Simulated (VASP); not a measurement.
# Ti (Fmmm) in VASP: further runs

Runs on Ti. Level: PBE. Tasks: single point.

Everything below comes from runs of VASP 6.6.1. Logs are shortened: lines on timing, memory, paths and dates and some standing lists are left out, and cuts for length are marked.

### Step 1. The cell of the first run

Symmetry: Fmmm, No. 69, orthorhombic system. The conventional cell has a = 3.744 Å, b = 4.266 Å, c = 4.941 Å, α = 90.00°, β = 90.00°, γ = 90.00°. Ti (site symmetry mmm) has 12 Ti at 2.84 to 3.26 Å within 3.7 Å.

### Step 2. Single point, PBE (engineering shear strain xy -0.1467, normal strain along z +0.1500)

File INCAR:

```
SYSTEM = Ti
  PREC = Accurate
  ENCUT = 520
  EDIFF = 1E-6
  ISMEAR = 0
  SIGMA = 0.15
  LREAL = .FALSE.
  LASPH = .TRUE.
  NELM = 100
  ALGO = Fast
  ISIF = 2
  LWAVE = .FALSE.
  LCHARG = .FALSE.
  GGA = PE
  NBANDS = 12
```

File KPOINTS:

```
regular mesh
0
G
  20 20 20
  0 0 0
```

File POSCAR:

```
Ti
1.0
   -1.7470044324      1.7470044324      1.8717613986
    1.7470044324     -1.7470044324      1.8717613986
    1.5082327826      1.5082327826     -1.8717613986
Ti
1
Direct
    0.0000000000      0.0000000000      0.0000000000
```

Potentials or basis: VASP PAW PBE potentials, release 64 (Ti_sv).

Command:

```
$ cat potpaw_PBE.64/Ti_sv/POTCAR > POTCAR
$ mpirun -np 1 vasp_std > vasp.out
```

OUTCAR:

```text
SYSTEM = Ti
   PREC = Accurate
   ENCUT = 520
   EDIFF = 1E-6
   ISMEAR = 0
   LREAL = .FALSE.
   LASPH = .TRUE.
   NELM = 100
   ISIF = 2
   GGA = PE

 ion  position               nearest neighbor table
   1  0.000  0.000  0.000-

  LATTYP: Found a face centered orthorhombic cell.
 ALAT       =     3.7435227972
 B/A-ratio  =     1.1395486935
 C/A-ratio  =     1.3199531541

  Lattice vectors:

 A1 = (  -0.2387716498,   3.2552372150,   0.0000000000)
 A2 = (  -1.7470044324,   1.7470044324,   1.8717613986)
 A3 = (   1.5082327826,   1.5082327826,   1.8717613986)

Analysis of symmetry for initial positions (statically):
=====================================================================
 Subroutine PRICEL returns:
 Original cell was already a primitive cell.

 Routine SETGRP: Setting up the symmetry group for a
 face centered orthorhombic supercell.

 Subroutine GETGRP returns: Found  8 space group operations
 (whereof  8 operations were pure point group operations)
 out of a pool of  8 trial point group operations.

The static configuration has the point symmetry D_2h.

Analysis of symmetry for dynamics (positions and initial velocities):
=====================================================================
 Subroutine PRICEL returns:
 Original cell was already a primitive cell.

 Routine SETGRP: Setting up the symmetry group for a
 face centered orthorhombic supercell.

 Subroutine GETGRP returns: Found  8 space group operations
 (whereof  8 operations were pure point group operations)
 out of a pool of  8 trial point group operations.

The dynamic configuration has the point symmetry D_2h.

 Subroutine INISYM returns: Found  8 space group operations
 (whereof  8 operations are pure point group operations),
 and found     1 'primitive' translations

----------------------------------------------------------------------------------------

                                     Primitive cell

  volume of cell :      19.7275

  direct lattice vectors                    reciprocal lattice vectors
    -1.747004432  1.747004432  1.871761399     0.022654808  0.308859005  0.267128065
     1.747004432 -1.747004432  1.871761399     0.308859005  0.022654808  0.267128065
     1.508232783  1.508232783 -1.871761399     0.331513813  0.331513813  0.000000000

  length of vectors
     3.099603153  3.099603153  2.837784873     0.408979863  0.408979863  0.468831330
[... 79 lines left out ...]
   EDIFF  = 0.1E-05   stopping-criterion for ELM
   LREAL  =      F    real-space projection
   EDIFFG = 0.1E-04   stopping-criterion for IOM
   NSW    =      0    number of steps for IOM
   IBRION =     -1    ionic relax: 0-MD 1-quasi-New 2-CG
   NFREE  =      0    steps in history (QN), initial steepest desc. (CG)
   ISIF   =      2    stress and relaxation
   ISYM   =      2    0-nonsym 1-usesym 2-fastsym
   POTIM  = 0.5000    time-step for ionic-motion
   TEBEG  =    0.0;   TEEND  =   0.0 temperature during run
   PSTRESS=    0.0 pullay stress
   NELECT =      12.0000    total number of electrons
   NUPDOWN=      -1.0000    fix difference up-down
   EMIN   =  10.00;   EMAX   =-10.00  energy-range for DOS
   EFERMI =   0.00;   METHOD = LEGACY
   ISMEAR =     0;   SIGMA  =   0.15  broadening in eV -4-tet -1-fermi 0-gaus
   EFERMI_NEDOS =   21; number of points for ismear=-14 and -15
   IALGO  =     68    algorithm
   IMIX   =      4    mixing-type and parameters
     AMIX     =   0.40;   BMIX     =  1.00
     AMIX_MAG =   1.60;   BMIX_MAG =  1.00
  volume/ion in A,a.u.               =      19.73       133.13
  Fermi-wavevector in a.u.,A,eV,Ry     =   1.387110  2.621258 26.178625  1.924075
  Thomas-Fermi vector in A             =   2.511362
   LORBIT       =      0    0 simple, 1 ext, 2 COOP (PROOUT), +10 PAW based schemes
   GGA     = PE    functional components
   LHFCALC =     F    Hartree Fock is set to
   AEXX    =    0.0000 exact exchange contribution
   IVDW    =     0    specifies the selected vdW correction
   LEPSILON=     F    determine dielectric tensor
   LRPA    =     F    only Hartree local field effects (RPA)
 non-spin polarized calculation
 RMM-DIIS sequential band-by-band and
 Gauss-broadening in eV      SIGMA  =   0.15
  energy-cutoff  :      520.00
  volume of cell :       19.73
 maximum number of plane-waves:       548
   NGX = 11   NGY = 11   NGZ = 11

 number of electron      12.0000003 magnetization

 Free energy of the ion-electron system (eV)
  ---------------------------------------------------
  ext. energy  EPLUGINS =         0.00000000
  ---------------------------------------------------
  free energy    TOTEN  =        -7.63214294 eV

  energy without entropy =       -7.60218252  energy(sigma->0) =       -7.61716273

 E-fermi :   6.8400     XC(G=0): -10.9051

 val. band max:        6.8360995232   @ k =   0.5000   0.0000   0.0000
 cond. band min:       6.8404574249   @ k =  -0.2500  -0.4000   0.1000
 fundamental gap:      0.0043579018
 Fermi energy:         6.8400414400

 k-point     1 :       0.0000    0.0000    0.0000
  band No.  band energies     occupation
      1     -49.9899      2.00000
      2     -26.0007      2.00000
      3     -25.9400      2.00000
      4     -25.9251      2.00000
      5       1.1858      2.00000
      6       6.9097      0.51148
      7       7.9484      0.00000
      8       8.1358      0.00000
      9       8.7056      0.00000
     10       9.7161      0.00000
     11      22.3175      0.00000
     12      22.7702      0.00000
[... 331 lines left out ...]
 k-point    24 :      -0.3500    0.0500   -0.0000
  band No.  band energies     occupation
      1     -49.9325      2.00000
      2     -26.2883      2.00000
      3     -26.0679      2.00000
      4     -25.9367      2.00000
      5       3.7523      2.00000
      6       6.9433      0.33036
      7       6.9923      0.15123
      8       8.7460      0.00000
      9       9.3676      0.00000
     10       9.6047      0.00000
     11      16.8187      0.00000
     12      20.1169      0.00000

 [... further k-points ...]
[... 5 lines left out ...]
  --------------------------------------------------------------------------------------
  -------------------------------------------------------------------------------------
  Total       -1.5516264     -1.5516264     -1.0578695      0.3754236      0.0000000      0.0000000
  in kB     -126.0157691   -126.0157691    -85.9151659     30.4901300      0.0000000      0.0000000
  external PRESSURE =    -112.6489014 kB  Pullay stress =       0.0000000 kB

 VOLUME and BASIS-vectors are now :
 -----------------------------------------------------------------------------
  energy-cutoff  :      520.00
  volume of cell :       19.73
      direct lattice vectors                 reciprocal lattice vectors
    -1.747004432  1.747004432  1.871761399     0.022654808  0.308859005  0.267128065
     1.747004432 -1.747004432  1.871761399     0.308859005  0.022654808  0.267128065
     1.508232783  1.508232783 -1.871761399     0.331513813  0.331513813  0.000000000

 POSITION                                       TOTAL-FORCE (eV/Angst)
 -----------------------------------------------------------------------------------
      0.00000      0.00000      0.00000         0.000000     -0.000000      0.000000
 -----------------------------------------------------------------------------------
    total drift:                                0.000000      0.000000      0.000000

  FREE ENERGIE OF THE ION-ELECTRON SYSTEM (eV)
  ---------------------------------------------------
  free  energy   TOTEN  =        -7.6321429355 eV

  energy  without entropy=       -7.6021825171  energy(sigma->0) =       -7.61716273
```

stdout:

```text
POSCAR found type information on POSCAR Ti
 POSCAR found :  1 types and       1 ions
 scaLAPACK will be used
 LDA part: xc-table for (Slater+PW92), standard interpolation
 POSCAR, INCAR and KPOINTS ok, starting setup
 FFT: planning ... GRIDC
 FFT: planning ... GRID_SOFT
 FFT: planning ... GRID
 WAVECAR not read
 entering main loop
WARNING in EDDRMM: call to ZHEGV failed, returncode =   8  4     12
WARNING in EDDRMM: call to ZHEGV failed, returncode =   8  4     12
WARNING in EDDRMM: call to ZHEGV failed, returncode =   6  3     10
WARNING in EDDRMM: call to ZHEGV failed, returncode =   6  3      9
WARNING in EDDRMM: call to ZHEGV failed, returncode =   8  4     10
WARNING in EDDRMM: call to ZHEGV failed, returncode =   6  3      7
WARNING in EDDRMM: call to ZHEGV failed, returncode =   6  3      8
WARNING in EDDRMM: call to ZHEGV failed, returncode =   6  3      8
WARNING in EDDRMM: call to ZHEGV failed, returncode =   6  3      6
WARNING in EDDRMM: call to ZHEGV failed, returncode =   6  3      5
```

Wall time 5 min (1 thread of Intel Xeon Platinum 8175M at 2.50GHz (Skylake/Cascade Lake), shared host); peak memory 0.37 GiB.

What came out:

```yaml
Free_energy: -7.6321 eV
Pressure: -11.3 GPa
Band_gap_on_the_k_mesh: zero (band 6 reaches 7.49 eV, above the bottom of band 7 at 6.35 eV)
```

Stress tensor (GPa, compression positive):
```
-12.60   3.05   0.00
  3.05 -12.60   0.00
  0.00   0.00  -8.59
```

Levels at points of the mesh, in eV from the Fermi level:
```
           k point  band 2  band 3  band 4  band 5  band 6  band 7  band 8  band 9  band 10  band 11
(0.00, 0.00, 0.00)  -32.84  -32.78  -32.77   -5.65    0.07    1.11    1.30    1.87     2.88    15.48
(0.50, 0.00, 0.00)  -33.28  -32.93  -32.77   -2.17    0.00    0.64    1.74    2.81     3.39     7.25
(0.50, 0.50, 0.00)  -33.18  -32.87  -32.81   -2.28   -1.03    0.49    3.12    3.15     3.39     7.01
(0.00, 0.00, 0.50)  -33.28  -33.07  -32.86   -2.08   -0.82    2.52    2.57    2.64     3.95     9.32
(0.50, 0.50, 0.50)  -33.20  -33.16  -32.97   -1.94   -1.45    2.83    3.08    3.85     5.11     8.68
```

Caveat: the cell differs from its parent crystal (engineering shear strain xy -0.1467, normal strain along z +0.1500).

### Step 3. Single point, PBE (engineering shear strain xy -0.1467, normal strain along z -0.1000)

File INCAR:

```
SYSTEM = Ti
PREC = Accurate ; ENCUT = 520
EDIFF = 1E-6 ; ISMEAR = 0
SIGMA = 0.15 ; LREAL = .FALSE.
LASPH = .TRUE. ; NELM = 100
ALGO = Fast ; ISIF = 2
LWAVE = .FALSE. ; LCHARG = .TRUE.
GGA = PE ; LELF = .TRUE.
LVHAR = .TRUE. ; NBANDS = 12
```

File KPOINTS:

```
Automatic mesh
0
G
  20 20 20
  0 0 0
```

File POSCAR:

```
Ti
1.0
   -1.7470044324      1.7470044324      1.4648567468
    1.7470044324     -1.7470044324      1.4648567468
    1.5082327826      1.5082327826     -1.4648567468
Ti
1
Direct
    0.0000000000      0.0000000000      0.0000000000
```

Potentials or basis: VASP PAW PBE potentials, release 64 (Ti_sv).

Command:

```
$ cat potpaw_PBE.64/Ti_sv/POTCAR > POTCAR
$ mpirun -np 1 vasp_std > vasp.out
```

Wall time 3.4 min (1 thread of Intel Xeon 6975P-C, shared host); peak memory 0.32 GiB.

It converged, with:

| Property | Result |
| --- | --- |
| Free energy | -7.6254 eV |
| Pressure | 13.6 GPa |
| Band gap on the k mesh | zero (band 6 reaches 10.21 eV, above the bottom of band 7 at 8.82 eV) |

Stress tensor (GPa, compression positive):
```
13.77  6.97  0.00
 6.97 13.77  0.00
 0.00  0.00 13.30
```

Levels at points of the mesh, in eV from the Fermi level:
```tsv
k point	band 3	band 4	band 5	band 6	band 7	band 8	band 9	band 10
(0.00, 0.00, 0.00)	-31.98	-31.83	-6.17	0.19	0.61	2.20	2.85	3.65
(0.50, 0.00, 0.00)	-32.34	-31.98	-2.75	-0.95	1.92	3.23	3.93	4.84
(0.50, 0.50, 0.00)	-32.11	-31.83	-2.84	-0.21	0.04	2.96	3.89	4.48
(0.00, 0.00, 0.50)	-32.43	-32.07	-2.77	0.45	2.13	2.26	2.46	5.36
(0.50, 0.50, 0.50)	-32.59	-32.51	-2.60	-2.52	3.75	4.59	5.19	8.16
```

Caveat: the cell differs from its parent crystal (engineering shear strain xy -0.1467, normal strain along z -0.1000).

### Step 4. Single point, PBE (engineering shear strain xy -0.2200, normal strain along z -0.0500)

File INCAR:

```
ALGO = Fast
EDIFF = 1E-7
ENCUT = 520
GGA = PE
ISIF = 2
ISMEAR = 0
LASPH = True
LCHARG = False
LREAL = False
LWAVE = False
NBANDS = 12
NELM = 100
PREC = Accurate
SIGMA = 0.15
```

File KPOINTS:

```
k-points
0
Gamma
  20 20 20
```

File POSCAR:

```
Ti
1.0
   -1.8066566543      1.8066566543      1.5462376771
    1.8066566543     -1.8066566543      1.5462376771
    1.4485805607      1.4485805607     -1.5462376771
Ti
1
Direct
    0.0000000000      0.0000000000      0.0000000000
```

Potentials or basis: VASP PAW PBE potentials, release 64 (Ti_sv).

Command:

```
$ cat potpaw_PBE.64/Ti_sv/POTCAR > POTCAR
$ mpirun -np 1 vasp_std > vasp.out
```

OUTCAR:

```text
EDIFF = 1E-7
   ENCUT = 520
   GGA = PE
   ISIF = 2
   ISMEAR = 0
   LASPH = True
   LREAL = False
   NELM = 100
   PREC = Accurate

 ion  position               nearest neighbor table
   1  0.000  0.000  0.000-

  LATTYP: Found a face centered orthorhombic cell.
 ALAT       =     3.0924753542
 B/A-ratio  =     1.3248948111
 C/A-ratio  =     1.6523968992

  Lattice vectors:

 A1 = (  -0.3580760936,   3.2552372150,   0.0000000000)
 A2 = (  -1.8066566543,   1.8066566543,   1.5462376771)
 A3 = (   1.4485805607,   1.4485805607,   1.5462376771)

Analysis of symmetry for initial positions (statically):
=====================================================================
 Subroutine PRICEL returns:
 Original cell was already a primitive cell.

 Routine SETGRP: Setting up the symmetry group for a
 face centered orthorhombic supercell.

 Subroutine GETGRP returns: Found  8 space group operations
 (whereof  8 operations were pure point group operations)
 out of a pool of  8 trial point group operations.

The static configuration has the point symmetry D_2h.

Analysis of symmetry for dynamics (positions and initial velocities):
=====================================================================
 Subroutine PRICEL returns:
 Original cell was already a primitive cell.

 Routine SETGRP: Setting up the symmetry group for a
 face centered orthorhombic supercell.

 Subroutine GETGRP returns: Found  8 space group operations
 (whereof  8 operations were pure point group operations)
 out of a pool of  8 trial point group operations.

The dynamic configuration has the point symmetry D_2h.

 Subroutine INISYM returns: Found  8 space group operations
 (whereof  8 operations are pure point group operations),
 and found     1 'primitive' translations

----------------------------------------------------------------------------------------

[... 111 lines left out ...]
  volume/ion in A,a.u.               =      16.19       109.23
  Fermi-wavevector in a.u.,A,eV,Ry     =   1.481666  2.799943 29.869347  2.195335
  Thomas-Fermi vector in A             =   2.595548
   LORBIT       =      0    0 simple, 1 ext, 2 COOP (PROOUT), +10 PAW based schemes
   GGA     = PE    functional components
   LHFCALC =     F    Hartree Fock is set to
   AEXX    =    0.0000 exact exchange contribution
   IVDW    =     0    specifies the selected vdW correction
   LEPSILON=     F    determine dielectric tensor
   LRPA    =     F    only Hartree local field effects (RPA)
 non-spin polarized calculation
 RMM-DIIS sequential band-by-band and
 Gauss-broadening in eV      SIGMA  =   0.15
  energy-cutoff  :      520.00
  volume of cell :       16.19
 maximum number of plane-waves:       451
   NGX = 11   NGY = 11   NGZ =  9

 number of electron      12.0000001 magnetization

 Free energy of the ion-electron system (eV)
  ---------------------------------------------------
  ext. energy  EPLUGINS =         0.00000000
  ---------------------------------------------------
  free energy    TOTEN  =        -7.62226675 eV

  energy without entropy =       -7.60183935  energy(sigma->0) =       -7.61205305

 E-fermi :   8.8277     XC(G=0): -11.7954

 val. band max:        8.8274856458   @ k =  -0.2500   0.5000   0.1000
 cond. band min:       8.8279991180   @ k =  -0.0500   0.2000   0.4000
 fundamental gap:      0.0005134722
 Fermi energy:         8.8276839658

 k-point     1 :       0.0000    0.0000    0.0000
  band No.  band energies     occupation
      1     -47.5515      2.00000
      2     -23.4808      2.00000
      3     -23.2208      2.00000
      4     -23.0387      2.00000
      5       2.7954      2.00000
      6       8.8533      0.80897
      7       9.0224      0.06639
      8      11.1478      0.00000
      9      12.2202      0.00000
     10      12.3046      0.00000
     11      23.8494      0.00000
     12      27.7836      0.00000
[... 331 lines left out ...]
 k-point    24 :      -0.3500    0.0500    0.0000
  band No.  band energies     occupation
      1     -47.4019      2.00000
      2     -23.9330      2.00000
      3     -23.5630      2.00000
      4     -23.1355      2.00000
      5       5.6694      2.00000
      6       8.3966      1.99995
      7       9.3361      0.00000
      8      11.8110      0.00000
      9      12.0508      0.00000
     10      12.4865      0.00000
     11      21.7230      0.00000
     12      22.5013      0.00000

 [... further k-points ...]
[... 5 lines left out ...]
  --------------------------------------------------------------------------------------
  -------------------------------------------------------------------------------------
  Total        0.5797839      0.5797839      0.8502397      0.7714752      0.0000000      0.0000000
  in kB       57.3881443     57.3881443     84.1583936     76.3621343      0.0000000      0.0000000
  external PRESSURE =      66.3115608 kB  Pullay stress =       0.0000000 kB

 VOLUME and BASIS-vectors are now :
 -----------------------------------------------------------------------------
  energy-cutoff  :      520.00
  volume of cell :       16.19
      direct lattice vectors                 reciprocal lattice vectors
    -1.806656654  1.806656654  1.546237677     0.034205588  0.310959889  0.323365552
     1.806656654 -1.806656654  1.546237677     0.310959889  0.034205588  0.323365552
     1.448580561  1.448580561 -1.546237677     0.345165477  0.345165477  0.000000000

 POSITION                                       TOTAL-FORCE (eV/Angst)
 -----------------------------------------------------------------------------------
      0.00000      0.00000      0.00000        -0.000000      0.000000      0.000000
 -----------------------------------------------------------------------------------
    total drift:                                0.000000      0.000000     -0.000000

  FREE ENERGIE OF THE ION-ELECTRON SYSTEM (eV)
  ---------------------------------------------------
  free  energy   TOTEN  =        -7.6222667541 eV

  energy  without entropy=       -7.6018393484  energy(sigma->0) =       -7.61205305
```

OSZICAR:

```text
N       E                     dE             d eps       ncg     rms          rms(c)
DAV:   1     0.873141670103E+02    0.87314E+02   -0.65632E+03 28076   0.123E+03
DAV:   2    -0.413174928845E+01   -0.91446E+02   -0.88920E+02 28684   0.299E+02
DAV:   3    -0.828951820571E+01   -0.41578E+01   -0.41002E+01 37668   0.652E+01
[... 17 lines left out ...]
RMM:  21    -0.762226600806E+01   -0.58719E-06   -0.58627E-06 28209   0.801E-03    0.385E-04
RMM:  22    -0.762226629985E+01   -0.29179E-06   -0.28555E-06 26200   0.618E-03    0.362E-04
RMM:  23    -0.762226651494E+01   -0.21509E-06   -0.21565E-06 22987   0.473E-03    0.631E-04
RMM:  24    -0.762226666344E+01   -0.14851E-06   -0.14344E-06 21481   0.372E-03    0.108E-03
RMM:  25    -0.762226675407E+01   -0.90627E-07   -0.87611E-07 19354   0.308E-03
   1 F= -.76222668E+01 E0= -.76120531E+01  d E =-.204274E-01
```

Wall time 4.6 min (1 thread of Intel Xeon 6975P-C, shared host); peak memory 0.33 GiB.

What came out:

| Quantity | Value |
| --- | --- |
| Free energy | -7.6223 eV |
| Pressure | 6.6 GPa |
| Band gap on the k mesh | zero (band 6 reaches 9.95 eV, above the bottom of band 7 at 8.17 eV) |

Stress tensor (GPa, compression positive):
```
5.74 7.64 0.00
7.64 5.74 0.00
0.00 0.00 8.42
```

Caveat: the cell differs from its parent crystal (engineering shear strain xy -0.2200, normal strain along z -0.0500).

### Step 5. Overview

| cell | further INCAR settings | gap on the mesh (eV) | pressure (GPa) |
| --- | --- | --- | --- |
| a = 3.100, b = 3.100, c = 2.838 Å, angles 113.5, 113.5, 105.7°, 1 atom | ALGO = Fast; EDIFF = 1e-06; NBANDS = 12 | none | -11.3 |
| a = 2.872, b = 2.872, c = 2.588 Å, angles 106.8, 106.8, 118.7°, 1 atom | ALGO = Fast; EDIFF = 1e-06; NBANDS = 12 | none | 13.6 |
| a = 2.986, b = 2.986, c = 2.567 Å, angles 108.2, 108.2, 117.6°, 1 atom | ALGO = Fast; EDIFF = 1e-07; NBANDS = 12 | none | 6.6 |

Alike in all rows: task single point; level PBE; potentials or basis VASP PAW PBE potentials, release 64 (Ti_sv); no spin polarisation; k mesh 20 × 20 × 20; cutoff (eV) 520; smearing gaussian 0.15 eV.

Total energies depend on the potentials used, so only differences within one code and one set of settings carry meaning.
